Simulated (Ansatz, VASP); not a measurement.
# ZrTi2H6: VASP beside Ansatz

```
CELL_PARAMETERS angstrom
0.00000 3.56571 3.56571
3.56571 0.00000 3.56571
3.56571 3.56571 0.00000
ATOMIC_POSITIONS crystal
Zr 0.50000 0.50000 0.50000
Ti 0.25000 0.25000 0.25000
Ti 0.75000 0.75000 0.75000
H 0.50000 0.00000 0.00000
H 0.00000 0.50000 0.50000
H 0.00000 0.50000 0.00000
H 0.50000 0.00000 0.50000
H 0.00000 0.00000 0.50000
H 0.50000 0.50000 0.00000
```

Alike in both runs: functional PBE; k mesh 10 × 10 × 10; occupations gaussian, width 0.02 eV; no spin polarisation.

Ansatz relaxed the structure, and its values are those at the end. VASP's run is a single point on that final structure, the one shown.

|  | VASP | Ansatz |
| --- | --- | --- |
| version | VASP 6.6.1 | Ansatz 0.2.0 |
| potentials or method | VASP PAW PBE potentials, release 64 (Zr_sv, Ti_sv, H), cutoff 500 eV | scalar-relativistic, plane waves, PAW |
| valence electrons in the cell | 42 | 42 |

VASP gave:

| Quantity | Value |
| --- | --- |
| gap on the k mesh at the Fermi level (eV) | none |
| least direct gap on the mesh (eV) | 0.00 |
| pressure (GPa) | -0.1 |

What did Ansatz give for the same quantities?

gap on the k mesh at the Fermi level (eV): none; least direct gap on the mesh (eV): 0.00; pressure (GPa): 0.0.

A gap of «none» marks a metal or a gap that the smearing closes.

A gap of «none» marks a metal or a gap under the smearing width.
